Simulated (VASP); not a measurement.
A run of VASP 6.6.1 is set up as follows.

The input INCAR:

```
ALGO = Normal
EDIFF = 1E-7
EDIFFG = -0.01
ENCUT = 600
GGA = PE
IBRION = 2
ISIF = 3
ISMEAR = 0
LASPH = True
LCHARG = False
LREAL = False
LWAVE = False
NELM = 60
NSW = 100
PREC = Accurate
SIGMA = 0.1
```

KPOINTS

```
k-points
0
Gamma
  12 12 4
```

The input POSCAR:

```
Si4C
1.0
    3.1947818339      0.0000000000      0.0000000000
   -1.5973909170      2.7667622277      0.0000000000
    0.0000000000      0.0000000000     16.1133246820
Si C
8 2
Direct
    0.3333333333      0.6666666667      0.0000000000
    0.3333333333      0.6666666667      0.1462637493
    0.3333333333      0.6666666667      0.3949997056
    0.3333333333      0.6666666667      0.6050002944
    0.3333333333      0.6666666667      0.8537362507
    0.6666666667      0.3333333333      0.3019061171
    0.6666666667      0.3333333333      0.5000000000
    0.6666666667      0.3333333333      0.6980938829
    0.6666666667      0.3333333333      0.1831924542
    0.6666666667      0.3333333333      0.8168075458
```

Potentials or basis: VASP PAW PBE potentials, release 64 (Si, C).

The run is started by

```sh
$ cat potpaw_PBE.64/Si/POTCAR potpaw_PBE.64/C/POTCAR > POTCAR
$ mpirun -np 1 vasp_std > vasp.out
```

(1) What does it give for the relaxed cell?

(2) What does it give for the band gap on the k mesh?

## Answers

(1) a = 3.194 Å, b = 3.194 Å, c = 16.103 Å, α = 90.00°, β = 90.00°, γ = 120.00°.

(2) zero (band 20 reaches 11.24 eV, above the bottom of band 21 at 6.73 eV).
